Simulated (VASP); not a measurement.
Write the native input for VASP 6.6.1 that does the following.

```yaml
Task: relaxation of cell and atoms
Functional: PBE
Potentials_or_basis: VASP PAW PBE potentials, release 64 (Na_pv, S)
Cutoff: 500 eV
k_mesh: 6 × 6 × 6
Occupations: gaussian, width 0.01 eV
Spin: no spin polarisation
Target_pressure: 10 GPa
Dipole_correction: no
Further_INCAR_settings: ALGO = Normal; EDIFF = 1e-07; IBRION = 2; EDIFFG = -0.005; NSW = 60; ISIF = 3
```

The structure of Na2S lies in POSCAR:

```
Na2S
1.0
    0.0000000000      3.2735000000      3.2735000000
    3.2735000000      0.0000000000      3.2735000000
    3.2735000000      3.2735000000      0.0000000000
Na S
2 1
Direct
    0.2500000000      0.2500000000      0.2500000000
    0.7500000000      0.7500000000      0.7500000000
    0.0000000000      0.0000000000      0.0000000000
```

The input as run:

INCAR

```
PREC = Accurate ; ENCUT = 500
EDIFF = 1E-7 ; ISMEAR = 0
SIGMA = 0.01 ; LREAL = False
LASPH = True ; NELM = 120
ALGO = Normal ; ISIF = 3
LWAVE = False ; LCHARG = False
GGA = PE ; IBRION = 2
NSW = 60 ; EDIFFG = -0.005
PSTRESS = 100.0 ; GGA_COMPAT = False
NELMIN = 4
```

KPOINTS

```
regular mesh
0
Gamma
  6 6 6
```

Potentials or basis: VASP PAW PBE potentials, release 64 (Na_pv, S).

Command:

```console
$ cat potpaw_PBE.64/Na_pv/POTCAR potpaw_PBE.64/S/POTCAR > POTCAR
$ mpirun -np 1 vasp_std > vasp.out
```

Results of the run:

```yaml
Relaxed_volume: 18.96 Å³/atom
Relaxed_cell: a = 4.317 Å, b = 4.317 Å, c = 4.317 Å, α = 60.00°, β = 60.00°, γ = 60.00°
Space_group_after_relaxing_to_0.1_Å: Fm-3m (No. 225)
Energy_change_on_relaxing_the_run_minimises_the_enthalpy: +119.1 meV/atom
Ionic_steps: 3
Pressure_after_relaxing: 10.0 GPa
Band_gap_on_the_k_mesh: 3.24 eV
```

Caveat: the cell is relaxed towards a set pressure, so the run minimises the enthalpy, not the energy; the volume moved by over 15 % at a fixed basis, so the end points are rough.

Run time: 70 s on 1 thread of Intel Xeon 8259CL, on a shared host, peak memory 0.2 GiB.
